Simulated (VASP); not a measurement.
# Yb (Fm-3m) in VASP: further runs

The runs below take Yb through electric field gradients, single point, with PBEsol+U.

Program: VASP 6.6.1. These are calculated values, not measurements. Logs are shortened: lines on timing, memory, paths and dates and some standing lists are left out, and cuts for length are marked.

## (1) The cell of the first run

Symmetry: Fm-3m, No. 225, cubic system. The conventional cell has a = 5.486 Å, b = 5.486 Å, c = 5.486 Å, α = 90.00°, β = 90.00°, γ = 90.00°. Within 5.1 Å of Yb (site symmetry m-3m) lie 12 Yb at 3.88 Å.

## (2) Electric field gradients, PBEsol+U, collinear spin, zero start

Contents of INCAR:

```
  PREC = Accurate
  ENCUT = 520
  EDIFF = 1E-8
  ISMEAR = -1
  SIGMA = 0.01
  LREAL = False
  LASPH = True
  NELM = 150
  ALGO = Normal
  ISIF = 2
  LWAVE = False
  LCHARG = False
  ISPIN = 2
  MAGMOM = 0.01
  LORBIT = 11
  LMAXMIX = 6
  LDAU = True
  LDAUTYPE = 2
  LDAUL = 3
  LDAUU = 4
  LDAUJ = 0
  LDAUPRINT = 1
  GGA = PS
  LEFG = True
  NBANDS = 22
```

Contents of KPOINTS:

```
regular mesh
0
Gamma
  8 8 8
```

Contents of POSCAR:

```
Yb
1.0
    0.0000000000      2.7431000000      2.7431000000
    2.7431000000      0.0000000000      2.7431000000
    2.7431000000      2.7431000000      0.0000000000
Yb
1
Direct
    0.0000000000      0.0000000000      0.0000000000
```

Potentials or basis: VASP PAW PBE potentials, release 64 (Yb).

Command:

```bash
$ cat potpaw_PBE.64/Yb/POTCAR > POTCAR
$ mpirun -np 1 vasp_std > vasp.out
```

OUTCAR:

```text
PREC = Accurate
   ENCUT = 520
   EDIFF = 1E-8
   ISMEAR = -1
   LREAL = False
   LASPH = True
   NELM = 150
   ISIF = 2
   ISPIN = 2
   LORBIT = 11
   GGA = PS

 ion  position               nearest neighbor table
   1  0.000  0.000  0.000-

  LATTYP: Found a face centered cubic cell.
 ALAT       =     5.4862000000

  Lattice vectors:

 A1 = (   0.0000000000,   2.7431000000,   2.7431000000)
 A2 = (   2.7431000000,   0.0000000000,   2.7431000000)
 A3 = (   2.7431000000,   2.7431000000,   0.0000000000)

Analysis of symmetry for initial positions (statically):
=====================================================================
 Subroutine PRICEL returns:
 Original cell was already a primitive cell.

 Routine SETGRP: Setting up the symmetry group for a
 face centered cubic supercell.

 Subroutine GETGRP returns: Found 48 space group operations
 (whereof 48 operations were pure point group operations)
 out of a pool of 48 trial point group operations.

The static configuration has the point symmetry O_h .

Analysis of symmetry for dynamics (positions and initial velocities):
=====================================================================
 Subroutine PRICEL returns:
 Original cell was already a primitive cell.

 Routine SETGRP: Setting up the symmetry group for a
 face centered cubic supercell.

 Subroutine GETGRP returns: Found 48 space group operations
 (whereof 48 operations were pure point group operations)
 out of a pool of 48 trial point group operations.

The dynamic configuration has the point symmetry O_h .

Analysis of structural, dynamic, and magnetic symmetry:
=====================================================================
 Subroutine PRICEL returns:
 Original cell was already a primitive cell.

 Routine SETGRP: Setting up the symmetry group for a
 face centered cubic supercell.

 Subroutine GETGRP returns: Found 48 space group operations
 (whereof 48 operations were pure point group operations)
 out of a pool of 48 trial point group operations.

The overall configuration has the point symmetry O_h .

 Subroutine INISYM returns: Found 48 space group operations
 (whereof 48 operations are pure point group operations),
 and found     1 'primitive' translations

----------------------------------------------------------------------------------------

                                     Primitive cell

  volume of cell :      41.2814

  direct lattice vectors                    reciprocal lattice vectors
     0.000000000  2.743100000  2.743100000    -0.182275528  0.182275528  0.182275528
     2.743100000  0.000000000  2.743100000     0.182275528 -0.182275528  0.182275528
     2.743100000  2.743100000  0.000000000     0.182275528  0.182275528 -0.182275528

  length of vectors
     3.879329223  3.879329223  3.879329223     0.315710475  0.315710475  0.315710475

  position of ions in fractional coordinates (direct lattice)
     0.000000000  0.000000000  0.000000000

  ion indices of the primitive-cell ions
   primitive index   ion index
                 1           1

----------------------------------------------------------------------------------------

 KPOINTS: regular mesh

Automatic generation of k-mesh.
 Grid dimensions read from file:
 generate k-points for:    8    8    8

 Generating k-lattice:

  Cartesian coordinates                     Fractional coordinates (reciprocal lattice)
    -0.022784441  0.022784441  0.022784441     0.125000000  0.000000000  0.000000000
     0.022784441 -0.022784441  0.022784441     0.000000000  0.125000000  0.000000000
     0.022784441  0.022784441 -0.022784441     0.000000000  0.000000000  0.125000000

  Length of vectors
[... 80 lines left out ...]
 LDA+U is selected, type is set to LDAUTYPE =  2
   angular momentum for each species LDAUL =     3
   U (eV)           for each species LDAUU =   4.0
   J (eV)           for each species LDAUJ =   0.0
   GGA     = PS    functional components
   LHFCALC =     F    Hartree Fock is set to
   AEXX    =    0.0000 exact exchange contribution
   IVDW    =     0    specifies the selected vdW correction
   LEPSILON=     F    determine dielectric tensor
   LRPA    =     F    only Hartree local field effects (RPA)
 spin polarized calculation
  energy-cutoff  :      520.00
  volume of cell :       41.28
 maximum number of plane-waves:      1139
 NGX is ok and might be reduce to    30
   NGX = 15   NGY = 15   NGZ = 15

 number of electron      23.9999992 magnetization       0.0038358

atom =   1  type =  1  l = 3

 onsite density matrix

spin component  1

  0.9857 -0.0000 -0.0014  0.0000 -0.0000  0.0000 -0.0000
 -0.0000  0.9795 -0.0000 -0.0000  0.0000  0.0000  0.0000
 -0.0014 -0.0000  0.9864  0.0000  0.0000  0.0000  0.0000
  0.0000 -0.0000  0.0000  0.9846 -0.0000 -0.0000 -0.0000
 -0.0000  0.0000  0.0000 -0.0000  0.9864 -0.0000  0.0014
  0.0000  0.0000  0.0000 -0.0000 -0.0000  0.9874  0.0000
 -0.0000  0.0000  0.0000 -0.0000  0.0014  0.0000  0.9857

spin component  2

  0.9856 -0.0000 -0.0014  0.0000 -0.0000  0.0000 -0.0000
 -0.0000  0.9795 -0.0000 -0.0000  0.0000  0.0000  0.0000
 -0.0014 -0.0000  0.9863  0.0000  0.0000  0.0000  0.0000
  0.0000 -0.0000  0.0000  0.9845 -0.0000 -0.0000 -0.0000
 -0.0000  0.0000  0.0000 -0.0000  0.9863 -0.0000  0.0014
  0.0000  0.0000  0.0000 -0.0000 -0.0000  0.9874  0.0000
 -0.0000  0.0000  0.0000 -0.0000  0.0014  0.0000  0.9856

 occupancies and eigenvectors

  o =  0.9795  v =  0.0000  1.0000  0.0000  0.0000  0.0000 -0.0000 -0.0000  0.0000  0.0000  0.0000  0.0000  0.0000  0.0000  0.0000      0.0000  0.0000  0.0000  0.0000  0.0000  0.0000  0.0000  0.0000  0.0000  0.0000  0.0000  0.0000  0.0000  0.0000
  o =  0.9795  v =  0.0000  0.0000  0.0000  0.0000  0.0000  0.0000  0.0000  0.0000  1.0000  0.0000  0.0000  0.0000 -0.0000 -0.0000      0.0000  0.0000  0.0000  0.0000  0.0000  0.0000  0.0000  0.0000  0.0000  0.0000  0.0000  0.0000  0.0000  0.0000
  o =  0.9845  v =  0.0000  0.0000  0.0000  0.0000  0.0000  0.0000  0.0000  0.0000  0.0000  0.0000 -1.0000  0.0048 -0.0000 -0.0062      0.0000  0.0000  0.0000  0.0000  0.0000  0.0000  0.0000  0.0000  0.0000  0.0000  0.0000  0.0000  0.0000  0.0000
  o =  0.9845  v =  0.0000  0.0000  0.0000  0.0000  0.0000  0.0000  0.0000  0.7897 -0.0000  0.6117  0.0004  0.0295  0.0000 -0.0381      0.0000  0.0000  0.0000  0.0000  0.0000  0.0000  0.0000  0.0000  0.0000  0.0000  0.0000  0.0000  0.0000  0.0000
  o =  0.9845  v =  0.0000  0.0000  0.0000  0.0000  0.0000  0.0000  0.0000 -0.0381  0.0000 -0.0295  0.0078  0.6116  0.0000 -0.7896      0.0000  0.0000  0.0000  0.0000  0.0000  0.0000  0.0000  0.0000  0.0000  0.0000  0.0000  0.0000  0.0000  0.0000
  o =  0.9846  v =  0.0000  0.0000  0.0000 -1.0000  0.0056 -0.0000 -0.0073  0.0000  0.0000  0.0000  0.0000  0.0000  0.0000  0.0000      0.0000  0.0000  0.0000  0.0000  0.0000  0.0000  0.0000  0.0000  0.0000  0.0000  0.0000  0.0000  0.0000  0.0000
  o =  0.9846  v =  0.7906 -0.0000  0.6124  0.0000 -0.0004 -0.0000  0.0006  0.0000  0.0000  0.0000  0.0000  0.0000  0.0000  0.0000      0.0000  0.0000  0.0000  0.0000  0.0000  0.0000  0.0000  0.0000  0.0000  0.0000  0.0000  0.0000  0.0000  0.0000
  o =  0.9846  v =  0.0006 -0.0000  0.0004  0.0092  0.6123  0.0000 -0.7905  0.0000  0.0000  0.0000  0.0000  0.0000  0.0000  0.0000      0.0000  0.0000  0.0000  0.0000  0.0000  0.0000  0.0000  0.0000  0.0000  0.0000  0.0000  0.0000  0.0000  0.0000
  o =  0.9874  v =  0.0000  0.0000  0.0000  0.0000  0.0000  0.0000  0.0000  0.0000  0.0000 -0.0000 -0.0000  0.0010  1.0000  0.0008      0.0000  0.0000  0.0000  0.0000  0.0000  0.0000  0.0000  0.0000  0.0000  0.0000  0.0000  0.0000  0.0000  0.0000
  o =  0.9874  v =  0.0000  0.0000  0.0000  0.0000  0.0000  0.0000  0.0000  0.6124  0.0000 -0.7906 -0.0000  0.0009 -0.0000  0.0007      0.0000  0.0000  0.0000  0.0000  0.0000  0.0000  0.0000  0.0000  0.0000  0.0000  0.0000  0.0000  0.0000  0.0000
  o =  0.9874  v =  0.0000  0.0000  0.0000  0.0000  0.0000  0.0000  0.0000  0.0007  0.0000 -0.0009  0.0000 -0.7906  0.0013 -0.6124      0.0000  0.0000  0.0000  0.0000  0.0000  0.0000  0.0000  0.0000  0.0000  0.0000  0.0000  0.0000  0.0000  0.0000
  o =  0.9874  v =  0.0000  0.0000 -0.0000 -0.0000 -0.0002  1.0000 -0.0002  0.0000  0.0000  0.0000  0.0000  0.0000  0.0000  0.0000      0.0000  0.0000  0.0000  0.0000  0.0000  0.0000  0.0000  0.0000  0.0000  0.0000  0.0000  0.0000  0.0000  0.0000
  o =  0.9874  v =  0.6124  0.0000 -0.7906 -0.0000  0.0004 -0.0000  0.0003  0.0000  0.0000  0.0000  0.0000  0.0000  0.0000  0.0000      0.0000  0.0000  0.0000  0.0000  0.0000  0.0000  0.0000  0.0000  0.0000  0.0000  0.0000  0.0000  0.0000  0.0000
  o =  0.9874  v =  0.0003  0.0000 -0.0004  0.0000 -0.7906 -0.0003 -0.6124  0.0000  0.0000  0.0000  0.0000  0.0000  0.0000  0.0000      0.0000  0.0000  0.0000  0.0000  0.0000  0.0000  0.0000  0.0000  0.0000  0.0000  0.0000  0.0000  0.0000  0.0000

 number of electron      23.9999992 magnetization      -0.0141747

 Free energy of the ion-electron system (eV)
  ---------------------------------------------------
  ext. energy  EPLUGINS =         0.00000000
  ---------------------------------------------------
  free energy    TOTEN  =        -3.28012419 eV

  energy without entropy =       -3.27965197  energy(sigma->0) =       -3.27988808

 E-fermi :   1.0821     XC(G=0):  -8.9067

 val. band max:        0.9091259734   @ k =  -0.3750   0.3750   0.0000
 cond. band min:       1.0861790309   @ k =  -0.3750   0.2500   0.1250
 fundamental gap:      0.1770530575
 Fermi energy:         1.0820988906

 spin component 1

 k-point     1 :       0.0000    0.0000    0.0000
  band No.  band energies     occupation
      1     -50.0348      1.00000
      2     -22.4354      1.00000
      3     -22.4354      1.00000
      4     -22.4354      1.00000
      5      -3.7734      1.00000
      6      -0.0270      1.00000
[... 1193 lines left out ...]
     21      12.0397      0.00000
     22      16.7930      0.00000

 [... further k-points ...]
[... 5 lines left out ...]
  --------------------------------------------------------------------------------------
  -------------------------------------------------------------------------------------
  Total       -0.5231910     -0.5231910     -0.5231910     -0.0000000      0.0000000      0.0000000
  in kB      -20.3056049    -20.3056049    -20.3056049     -0.0000000      0.0000000      0.0000000
  external PRESSURE =     -20.3056049 kB  Pullay stress =       0.0000000 kB

 VOLUME and BASIS-vectors are now :
 -----------------------------------------------------------------------------
  energy-cutoff  :      520.00
  volume of cell :       41.28
      direct lattice vectors                 reciprocal lattice vectors
     0.000000000  2.743100000  2.743100000    -0.182275528  0.182275528  0.182275528
     2.743100000  0.000000000  2.743100000     0.182275528 -0.182275528  0.182275528
     2.743100000  2.743100000  0.000000000     0.182275528  0.182275528 -0.182275528

 POSITION                                       TOTAL-FORCE (eV/Angst)
 -----------------------------------------------------------------------------------
      0.00000      0.00000      0.00000         0.000000      0.000000      0.000000
 -----------------------------------------------------------------------------------
    total drift:                               -0.000000     -0.000000     -0.000000

  FREE ENERGIE OF THE ION-ELECTRON SYSTEM (eV)
  ---------------------------------------------------
  free  energy   TOTEN  =        -3.2801241940 eV

  energy  without entropy=       -3.2796519709  energy(sigma->0) =       -3.27988808

 Electric field gradients (V/A^2)
---------------------------------------------------------------------
 ion       V_xx      V_yy      V_zz      V_xy      V_xz      V_yz
---------------------------------------------------------------------
   1      -0.000    -0.000    -0.000     0.003     0.003     0.003
---------------------------------------------------------------------

 Electric field gradients after diagonalization (V/A^2)
 (convention: |V_zz| > |V_xx| > |V_yy|)
----------------------------------------------------------------------
 ion       V_xx      V_yy      V_zz     asymmetry (V_yy - V_xx)/ V_zz
----------------------------------------------------------------------
   1      -0.003    -0.003     0.006       0.000
----------------------------------------------------------------------

           NMR quadrupolar parameters

 Cq : quadrupolar parameter    Cq=e*Q*V_zz/h
 eta: asymmetry parameters     (V_yy - V_xx)/ V_zz
 Q  : nuclear electric quadrupole moment in mb (millibarn)
----------------------------------------------------------------------
 ion       Cq(MHz)       eta       Q (mb)
----------------------------------------------------------------------
   1       0.000       0.000       1.000
----------------------------------------------------------------------

 total charge

# of ion       s       p       d       f       tot
--------------------------------------------------
    1        2.209   5.991   0.176  13.785  22.161

 magnetization (x)

# of ion       s       p       d       f       tot
--------------------------------------------------
    1        0.000  -0.002  -0.001   0.000  -0.003
```

Wall time 1.7 min (1 thread of AMD EPYC 9R45 (Zen 5), shared host); peak memory 0.19 GiB.

What came out:

- Free energy: -3.2801 eV
- Pressure: -2.0 GPa
- Band gap on the k mesh: zero (filled and empty bands overlap)
- Net moment: -0.01 μB per cell
- Largest electric field gradient by atom: under 0.05 V/Å² on every atom
- Valence electrons inside the program's atomic spheres: Yb 22.16

Levels at points of the mesh, in eV from the Fermi level:
Spin up:
| k point | band 8 | band 9 | band 10 | band 11 | band 12 | band 13 | band 14 | band 15 | band 16 | band 17 |
| --- | --- | --- | --- | --- | --- | --- | --- | --- | --- | --- |
| (0.00, 0.00, 0.00) | -1.06 | -1.06 | -0.99 | -0.99 | -0.99 | 2.87 | 2.87 | 2.87 | 4.77 | 4.77 |
| (0.50, 0.00, 0.00) | -1.08 | -1.04 | -1.00 | -1.00 | -0.99 | 0.11 | 2.67 | 2.67 | 6.15 | 6.15 |
| (0.50, 0.50, 0.00) | -1.05 | -1.01 | -1.01 | -0.99 | -0.96 | 0.37 | 1.31 | 6.17 | 6.42 | 6.48 |
Spin down:
| k point | band 10 | band 11 | band 12 | band 13 | band 14 | band 15 |
| --- | --- | --- | --- | --- | --- | --- |
| (0.00, 0.00, 0.00) | -0.99 | -0.99 | -0.99 | 2.86 | 2.86 | 2.86 |
| (0.50, 0.00, 0.00) | -1.00 | -1.00 | -0.99 | 0.09 | 2.66 | 2.66 |
| (0.50, 0.50, 0.00) | -1.01 | -0.99 | -0.97 | 0.36 | 1.30 | 6.16 |

Eigenvalues of the final occupation matrices:
| site | spin | trace | eigenvalues |
| --- | --- | --- | --- |
| site 1 f | 1 | 6.90 | 0.98 0.98 0.98 0.98 0.99 0.99 0.99 |
| site 1 f | 2 | 6.90 | 0.98 0.98 0.98 0.98 0.99 0.99 0.99 |

Caveat: the PAW data sets were made with another functional, which shifts forces and pressure a little; spin-orbit coupling is left out, which moves the levels of the heavy elements.

## (3) Single point, PBEsol+U, collinear spin, ferromagnetic start

POSCAR is that of step 2.

Contents of INCAR.step1:

```
SYSTEM = Yb
PREC = Accurate
ENCUT = 520
EDIFF = 1E-6
ISMEAR = -1
SIGMA = 0.05
LREAL = .False.
LASPH = .True.
NELM = 150
ALGO = Normal
ISIF = 2
LWAVE = .False.
LCHARG = .True.
ISPIN = 2
MAGMOM = 1
LMAXMIX = 6
LDAU = .True.
LDAUTYPE = 2
LDAUL = 3
LDAUU = 4
LDAUJ = 0
LDAUPRINT = 1
GGA = PS
NBANDS = 22
```

Contents of KPOINTS.step1:

```
regular mesh
0
Gamma
  8 8 8
  0 0 0
```

Contents of INCAR.step2:

```
SYSTEM = Yb
PREC = Accurate
ENCUT = 520
EDIFF = 1E-6
ISMEAR = -5
SIGMA = 0.05
LREAL = .False.
LASPH = .True.
NELM = 150
ALGO = Normal
ISIF = 2
LWAVE = .False.
LCHARG = .False.
ISPIN = 2
MAGMOM = 1
LORBIT = 11
LMAXMIX = 6
LDAU = .True.
LDAUTYPE = 2
LDAUL = 3
LDAUU = 4
LDAUJ = 0
LDAUPRINT = 1
GGA = PS
NEDOS = 1001
ICHARG = 11
```

Contents of KPOINTS.step2:

```
regular mesh
0
Gamma
  12 12 12
  0 0 0
```

Potentials or basis: VASP PAW PBE potentials, release 64 (Yb).

Command:

```bash
$ cat potpaw_PBE.64/Yb/POTCAR > POTCAR
$ cp INCAR.step1 INCAR
$ cp KPOINTS.step1 KPOINTS
$ mpirun -np 1 vasp_std > vasp.out
$ cp INCAR.step2 INCAR
$ cp KPOINTS.step2 KPOINTS
$ mpirun -np 1 vasp_std > vasp.out
```

OUTCAR:

```text
SYSTEM = Yb
   PREC = Accurate
   ENCUT = 520
   EDIFF = 1E-6
   ISMEAR = -5
   LREAL = .False.
   LASPH = .True.
   NELM = 150
   ISIF = 2
   ISPIN = 2
   LORBIT = 11
   GGA = PS
   ICHARG = 11

 ion  position               nearest neighbor table
   1  0.000  0.000  0.000-

  LATTYP: Found a face centered cubic cell.
 ALAT       =     5.4862000000

  Lattice vectors:

 A1 = (   0.0000000000,   2.7431000000,   2.7431000000)
 A2 = (   2.7431000000,   0.0000000000,   2.7431000000)
 A3 = (   2.7431000000,   2.7431000000,   0.0000000000)

Analysis of symmetry for initial positions (statically):
[... 1212 lines left out ...]
  -------------------------------------------------------------------------------------
  Total       -0.3270279     -0.3270279     -0.3270279     -0.0000000      0.0000000     -0.0000000
  in kB      -12.6923027    -12.6923027    -12.6923027     -0.0000000      0.0000000     -0.0000000
  external PRESSURE =     -12.6923027 kB  Pullay stress =       0.0000000 kB

 VOLUME and BASIS-vectors are now :
 -----------------------------------------------------------------------------
  energy-cutoff  :      520.00
  volume of cell :       41.28
      direct lattice vectors                 reciprocal lattice vectors
     0.000000000  2.743100000  2.743100000    -0.182275528  0.182275528  0.182275528
     2.743100000  0.000000000  2.743100000     0.182275528 -0.182275528  0.182275528
     2.743100000  2.743100000  0.000000000     0.182275528  0.182275528 -0.182275528

 POSITION                                       TOTAL-FORCE (eV/Angst)
 -----------------------------------------------------------------------------------
      0.00000      0.00000      0.00000         0.000000      0.000000     -0.000000
 -----------------------------------------------------------------------------------
    total drift:                               -0.000000     -0.000000     -0.000000

  FREE ENERGIE OF THE ION-ELECTRON SYSTEM (eV)
  ---------------------------------------------------
  free  energy   TOTEN  =        -3.2732659763 eV

  energy  without entropy=       -3.2732659763  energy(sigma->0) =       -3.27326598

 total charge

# of ion       s       p       d       f       tot
--------------------------------------------------
    1        2.209   5.989   0.180  13.785  22.163

 magnetization (x)

# of ion       s       p       d       f       tot
--------------------------------------------------
    1        0.000  -0.000  -0.000   0.000   0.000
```

It took 4.8 min on 1 thread of Oxide Virtual Turin-like, shared host; peak memory 0.21 GiB.

What came out:

* Net moment: 0.00 μB per cell
* Valence electrons inside the program's atomic spheres: Yb 22.16

Levels at points of the mesh, in eV from the Fermi level:
Spin up:
| k point | band 10 | band 11 | band 12 | band 13 | band 14 | band 15 |
| --- | --- | --- | --- | --- | --- | --- |
| (0.00, 0.00, 0.00) | -1.01 | -1.01 | -1.01 | 2.85 | 2.85 | 2.85 |
| (0.50, 0.00, 0.00) | -1.02 | -1.02 | -1.01 | 0.08 | 2.65 | 2.65 |
| (0.50, 0.50, 0.00) | -1.03 | -1.01 | -0.98 | 0.35 | 1.29 | 6.15 |
Spin down:
| k point | band 8 | band 9 | band 10 | band 11 | band 12 | band 13 | band 14 | band 15 | band 16 | band 17 |
| --- | --- | --- | --- | --- | --- | --- | --- | --- | --- | --- |
| (0.00, 0.00, 0.00) | -1.08 | -1.08 | -1.01 | -1.01 | -1.01 | 2.85 | 2.85 | 2.85 | 4.75 | 4.75 |
| (0.50, 0.00, 0.00) | -1.10 | -1.05 | -1.02 | -1.02 | -1.01 | 0.08 | 2.65 | 2.65 | 6.13 | 6.50 |
| (0.50, 0.50, 0.00) | -1.07 | -1.03 | -1.03 | -1.01 | -0.98 | 0.35 | 1.29 | 6.17 | 6.44 | 6.47 |

Eigenvalues of the final occupation matrices:
| site | spin | trace | eigenvalues |
| --- | --- | --- | --- |
| site 1 f | 1 | 6.90 | 0.98 0.98 0.98 0.98 0.99 0.99 0.99 |
| site 1 f | 2 | 6.90 | 0.98 0.98 0.98 0.98 0.99 0.99 0.99 |

Caveat: the PAW data sets were made with another functional, which shifts forces and pressure a little; spin-orbit coupling is left out, which moves the levels of the heavy elements. The state reached can hang on the start; a lower one may exist.

The gap in the log of VASP goes by the Fermi energy; the results here count the filled bands.